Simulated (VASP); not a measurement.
# Au in VASP: single point with PBEsol

Aim: the single point of Au with PBEsol.

Program: VASP 6.6.1. These are calculated values, not measurements. Logs are shortened: lines on timing, memory, paths and dates and some standing lists are left out, and cuts for length are marked.

## Step 1: The cell of the first run

The cell holds a slab with vacuum, 13 atoms: a = 4.082 Å, b = 2.887 Å, c = 33.319 Å, α = 90.00°, β = 90.00°, γ = 90.00°.

## Step 2: Single point, PBEsol

The input, INCAR:

```
SYSTEM = Au
PREC = Accurate ; ENCUT = 520
EDIFF = 1E-6 ; ISMEAR = 1
SIGMA = 0.1 ; LREAL = .FALSE.
LASPH = .TRUE. ; NELM = 80
ALGO = Normal ; ISIF = 2
LWAVE = .FALSE. ; LCHARG = .FALSE.
LDIPOL = .TRUE. ; IDIPOL = 3
DIPOL = 0.5 0.5 0.500 ; GGA = PS
NBANDS = 84 ; KPAR = 4
```

The input, KPOINTS:

```
Automatic mesh
0
G
  8 11 1
  0 0 0
```

The input, POSCAR:

```
Au
1.0
    4.0821568120      0.0000000000      0.0000000000
    0.0000000000      2.8865207640      0.0000000000
    0.0000000000      0.0000000000     33.3191245840
Au
13
Direct
    0.0000000000      0.0000000000      0.2401023466
    0.5000000000      0.5000000000      0.2834186222
    0.0000000000      0.0000000000      0.3267348977
    0.5000000000      0.5000000000      0.3700511733
    0.0000000000      0.0000000000      0.4133674489
    0.5000000000      0.5000000000      0.4566837244
    0.0000000000      0.0000000000      0.5000000000
    0.5000000000      0.5000000000      0.5433162756
    0.0000000000      0.0000000000      0.5866325511
    0.5000000000      0.5000000000      0.6299488267
    0.0000000000      0.0000000000      0.6732651023
    0.5000000000      0.5000000000      0.7165813778
    0.0000000000      0.0000000000      0.7598976534
```

Potentials or basis: VASP PAW PBE potentials, release 64 (Au).

Started as:

```bash
$ cat potpaw_PBE.64/Au/POTCAR > POTCAR
$ mpirun -np 4 vasp_std > vasp.out
```

OUTCAR:

```text
SYSTEM = Au
   PREC = Accurate
   ENCUT = 520
   EDIFF = 1E-6
   ISMEAR = 1
   LREAL = .FALSE.
   LASPH = .TRUE.
   NELM = 80
   ISIF = 2
   GGA = PS

 ion  position               nearest neighbor table
   1  0.000  0.000  0.240-   3 2.89   2 2.89   2 2.89   2 2.89   2 2.89
   2  0.500  0.500  0.283-   3 2.89   3 2.89   3 2.89   3 2.89   4 2.89   1 2.89   1 2.89   1 2.89
                             1 2.89
   3  0.000  0.000  0.327-   2 2.89   2 2.89   2 2.89   2 2.89   1 2.89   4 2.89   4 2.89   4 2.89
                             4 2.89   5 2.89
   4  0.500  0.500  0.370-   2 2.89   6 2.89   5 2.89   3 2.89   3 2.89   5 2.89   3 2.89   5 2.89
                             3 2.89   5 2.89
   5  0.000  0.000  0.413-   6 2.89   6 2.89   6 2.89   6 2.89   7 2.89   4 2.89   4 2.89   4 2.89
                             4 2.89   3 2.89
   6  0.500  0.500  0.457-   5 2.89   5 2.89   5 2.89   5 2.89   4 2.89   7 2.89   7 2.89   7 2.89
                             7 2.89   8 2.89
   7  0.000  0.000  0.500-   5 2.89   9 2.89   8 2.89   6 2.89   6 2.89   8 2.89   6 2.89   8 2.89
                             6 2.89   8 2.89
   8  0.500  0.500  0.543-   9 2.89   9 2.89   9 2.89   9 2.89  10 2.89   7 2.89   7 2.89   7 2.89
                             7 2.89   6 2.89
   9  0.000  0.000  0.587-   8 2.89   8 2.89   8 2.89   8 2.89   7 2.89  10 2.89  10 2.89  10 2.89
                            10 2.89  11 2.89
  10  0.500  0.500  0.630-  12 2.89   8 2.89  11 2.89   9 2.89   9 2.89  11 2.89   9 2.89  11 2.89
                             9 2.89  11 2.89
  11  0.000  0.000  0.673-  12 2.89  12 2.89  12 2.89  12 2.89  13 2.89  10 2.89  10 2.89  10 2.89
                            10 2.89   9 2.89
  12  0.500  0.500  0.717-  11 2.89  11 2.89  11 2.89  11 2.89  10 2.89  13 2.89  13 2.89  13 2.89
                            13 2.89
  13  0.000  0.000  0.760-  11 2.89  12 2.89  12 2.89  12 2.89  12 2.89

  LATTYP: Found a simple orthorhombic cell.
 ALAT       =     2.8865207640
 B/A-ratio  =     1.4142135622
 C/A-ratio  =    11.5430053369

  Lattice vectors:

 A1 = (   0.0000000000,  -2.8865207640,   0.0000000000)
 A2 = (   4.0821568120,   0.0000000000,   0.0000000000)
 A3 = (   0.0000000000,   0.0000000000,  33.3191245840)

Analysis of symmetry for initial positions (statically):
=====================================================================
 Subroutine PRICEL returns:
 Original cell was already a primitive cell.

 Routine SETGRP: Setting up the symmetry group for a
 simple orthorhombic supercell.

 Subroutine GETGRP returns: Found  8 space group operations
 (whereof  8 operations were pure point group operations)
 out of a pool of  8 trial point group operations.

The static configuration has the point symmetry D_2h.

Analysis of symmetry for dynamics (positions and initial velocities):
=====================================================================
 Subroutine PRICEL returns:
 Original cell was already a primitive cell.

 Routine SETGRP: Setting up the symmetry group for a
 simple orthorhombic supercell.

 Subroutine GETGRP returns: Found  8 space group operations
 (whereof  8 operations were pure point group operations)
 out of a pool of  8 trial point group operations.

The dynamic configuration has the point symmetry D_2h.

 Subroutine INISYM returns: Found  8 space group operations
 (whereof  8 operations are pure point group operations),
 and found     1 'primitive' translations

----------------------------------------------------------------------------------------

                                     Primitive cell

  volume of cell :     392.6069

  direct lattice vectors                    reciprocal lattice vectors
     4.082156812  0.000000000  0.000000000     0.244968541  0.000000000  0.000000000
     0.000000000  2.886520764  0.000000000     0.000000000  0.346437834  0.000000000
     0.000000000  0.000000000 33.319124584     0.000000000  0.000000000  0.030012793

  length of vectors
     4.082156812  2.886520764 33.319124584     0.244968541  0.346437834  0.030012793

  position of ions in fractional coordinates (direct lattice)
     0.000000000  0.000000000  0.240102347
     0.500000000  0.500000000  0.283418622
     0.000000000  0.000000000  0.326734898
     0.500000000  0.500000000  0.370051173
     0.000000000  0.000000000  0.413367449
[... 45 lines left out ...]

 Subroutine IBZKPT returns following result:
 ===========================================

 Found     30 irreducible k-points:

 Following reciprocal coordinates:
            Coordinates               Weight
  0.000000  0.000000  0.000000      1.000000
  0.125000  0.000000  0.000000      2.000000
  0.250000  0.000000  0.000000      2.000000
  0.375000  0.000000  0.000000      2.000000
  0.500000  0.000000  0.000000      1.000000
  0.000000  0.090909  0.000000      2.000000
[... 16 lines left out ...]
  0.250000  0.363636  0.000000      4.000000
  0.375000  0.363636  0.000000      4.000000
 [... further k-points ...]
   k-points           NKPTS =     30   k-points in BZ     NKDIM =     30   number of bands    NBANDS=     84
   number of dos      NEDOS =    301   number of ions     NIONS =     13
   total plane-waves  NPLWV = 180000
   dimension x,y,z NGX =    30 NGY =   24 NGZ =  250
   dimension x,y,z NGXF=    60 NGYF=   48 NGZF=  500
   ions per type =              13
   NGX,Y,Z   is equivalent  to a cutoff of  12.22, 13.82, 12.47 a.u.
   NGXF,Y,Z  is equivalent  to a cutoff of  24.44, 27.65, 24.95 a.u.
 SYSTEM =  Au
   PREC   = accura    normal or accurate (medium, high low for compatibility)
   ISTART =      0    job   : 0-new  1-cont  2-samecut
   ICHARG =      2    charge: 1-file 2-atom 10-const
   ISPIN  =      1    spin polarized calculation?
   LNONCOLLINEAR =      F non collinear calculations
   LSORBIT =      F    spin-orbit coupling
   LASPH  =      T    aspherical Exc in radial PAW
   ENCUT  =  520.0 eV  38.22 Ry    6.18 a.u.   7.59  5.37 61.95*2*pi/ulx,y,z
   NELM   =     80;   NELMIN=  2; NELMDL= -5     # of ELM steps
   EDIFF  = 0.1E-05   stopping-criterion for ELM
   LREAL  =      F    real-space projection
   EDIFFG = 0.1E-04   stopping-criterion for IOM
   NSW    =      0    number of steps for IOM
   IBRION =     -1    ionic relax: 0-MD 1-quasi-New 2-CG
   NFREE  =      0    steps in history (QN), initial steepest desc. (CG)
   ISIF   =      2    stress and relaxation
   ISYM   =      2    0-nonsym 1-usesym 2-fastsym
   POTIM  = 0.5000    time-step for ionic-motion
   TEBEG  =    0.0;   TEEND  =   0.0 temperature during run
   PSTRESS=    0.0 pullay stress
   NELECT =     143.0000    total number of electrons
   NUPDOWN=      -1.0000    fix difference up-down
   EMIN   =  10.00;   EMAX   =-10.00  energy-range for DOS
   EFERMI =   0.00;   METHOD = LEGACY
   ISMEAR =     1;   SIGMA  =   0.10  broadening in eV -4-tet -1-fermi 0-gaus
   EFERMI_NEDOS =   21; number of points for ismear=-14 and -15
   IALGO  =     38    algorithm
   IMIX   =      4    mixing-type and parameters
     AMIX     =   0.40;   BMIX     =  1.00
     AMIX_MAG =   1.60;   BMIX_MAG =  1.00
  volume/ion in A,a.u.               =      30.20       203.80
  Fermi-wavevector in a.u.,A,eV,Ry     =   1.169143  2.209359 18.597731  1.366895
  Thomas-Fermi vector in A             =   2.305620
   LORBIT       =      0    0 simple, 1 ext, 2 COOP (PROOUT), +10 PAW based schemes
   GGA     = PS    functional components
   LHFCALC =     F    Hartree Fock is set to
   AEXX    =    0.0000 exact exchange contribution
   IVDW    =     0    specifies the selected vdW correction
   LEPSILON=     F    determine dielectric tensor
   LRPA    =     F    only Hartree local field effects (RPA)
 non-spin polarized calculation
 Methfessel and Paxton  Order N= 1 SIGMA  =   0.10
  energy-cutoff  :      520.00
  volume of cell :      392.61
 maximum number of plane-waves:     10637
   NGX = 15   NGY = 11   NGZ =123

 dipolmoment           0.000000      0.000000      0.000000 electrons x Angstroem

 number of electron     142.9999984 magnetization

 dipolmoment           0.000000      0.000000     -0.000000 electrons x Angstroem

 Free energy of the ion-electron system (eV)
  ---------------------------------------------------
  ext. energy  EPLUGINS =         0.00000000
  ---------------------------------------------------
  free energy    TOTEN  =       -49.15387672 eV

  energy without entropy =      -49.15755912  energy(sigma->0) =      -49.15510419

 E-fermi :   2.9832     XC(G=0):  -7.8191

 val. band max:        2.9373776231   @ k =   0.2500   0.1818   0.0000
 cond. band min:       3.0501089421   @ k =   0.5000   0.3636   0.0000
 fundamental gap:      0.1127313190
 Fermi energy:         2.9831536859

 k-point     1 :       0.0000    0.0000    0.0000
  band No.  band energies     occupation
      1      -6.8242      2.00000
      2      -6.4045      2.00000
      3      -5.7884      2.00000
      4      -5.0316      2.00000
      5      -4.2242      2.00000
      6      -4.0193      2.00000
[... 2053 lines left out ...]
     82       7.8090      0.00000
     83       8.0456      0.00000

 [... further k-points ...]

 [bands above 83 left out]

------------------------ aborting loop because EDIFF is reached ----------------------------------------

 vacuum level on the upper side and lower side of the slab       (xc-potential included)        -0.237        -0.237

  FORCE on cell =-STRESS in cart. coord.  units (eV):
  Direction    XX          YY          ZZ          XY          YZ          ZX
  --------------------------------------------------------------------------------------
  -------------------------------------------------------------------------------------
  Total       -3.1465972     -5.5340774     -1.9625470     -0.0000000      0.0000000      0.0000000
  in kB      -12.8408502    -22.5838437     -8.0088966     -0.0000000      0.0000000      0.0000000
  external PRESSURE =     -14.4778635 kB  Pullay stress =       0.0000000 kB

 VOLUME and BASIS-vectors are now :
 -----------------------------------------------------------------------------
  energy-cutoff  :      520.00
  volume of cell :      392.61
      direct lattice vectors                 reciprocal lattice vectors
     4.082156812  0.000000000  0.000000000     0.244968541  0.000000000  0.000000000
     0.000000000  2.886520764  0.000000000     0.000000000  0.346437834  0.000000000
     0.000000000  0.000000000 33.319124584     0.000000000  0.000000000  0.030012793

 POSITION                                       TOTAL-FORCE (eV/Angst)
 -----------------------------------------------------------------------------------
      0.00000      0.00000      8.00000         0.000000      0.000000      0.523374
      2.04108      1.44326      9.44326         0.000000      0.000000     -0.494766
      0.00000      0.00000     10.88652        -0.000000      0.000000     -0.000402
      2.04108      1.44326     12.32978         0.000000      0.000000     -0.002836
      0.00000      0.00000     13.77304         0.000000     -0.000000     -0.004120
      2.04108      1.44326     15.21630         0.000000      0.000000     -0.028469
      0.00000      0.00000     16.65956         0.000000      0.000000      0.000000
      2.04108      1.44326     18.10282         0.000000      0.000000      0.028469
      0.00000      0.00000     19.54608         0.000000      0.000000      0.004120
      2.04108      1.44326     20.98934         0.000000      0.000000      0.002836
      0.00000      0.00000     22.43260         0.000000     -0.000000      0.000402
      2.04108      1.44326     23.87586         0.000000      0.000000      0.494766
      0.00000      0.00000     25.31912         0.000000      0.000000     -0.523374
 -----------------------------------------------------------------------------------
    total drift:                                0.000000      0.000000     -0.000000

  FREE ENERGIE OF THE ION-ELECTRON SYSTEM (eV)
  ---------------------------------------------------
  free  energy   TOTEN  =       -49.1538767231 eV

  energy  without entropy=      -49.1575591155  energy(sigma->0) =      -49.15510419

 vacuum level on the upper side and lower side of the slab         7.862         7.862
```

Wall time 15 min (4 MPI ranks of Oxide Virtual Turin-like, shared host); peak memory 0.84 GiB.

Results:

```yaml
Free_energy: -49.1539 eV
Largest_force: 0.523 eV/Å
Band_gap_on_the_k_mesh: zero (an odd number of electrons rules out a gap without spin polarisation)
```

Forces in eV/Å, atoms in the order of the input:
```
Au   0.000  0.000  0.523
Au   0.000  0.000 -0.495
Au   0.000  0.000  0.000
Au   0.000  0.000 -0.003
Au   0.000  0.000 -0.004
Au   0.000  0.000 -0.028
Au   0.000  0.000  0.000
Au   0.000  0.000  0.028
Au   0.000  0.000  0.004
Au   0.000  0.000  0.003
Au   0.000  0.000  0.000
Au   0.000  0.000  0.495
Au   0.000  0.000 -0.523
```

Caveat: the PAW data sets were made with another functional, which shifts forces and pressure a little; spin-orbit coupling is left out, which moves the levels of the heavy elements.

The gap in the log of VASP goes by the Fermi energy; the results here count the filled bands.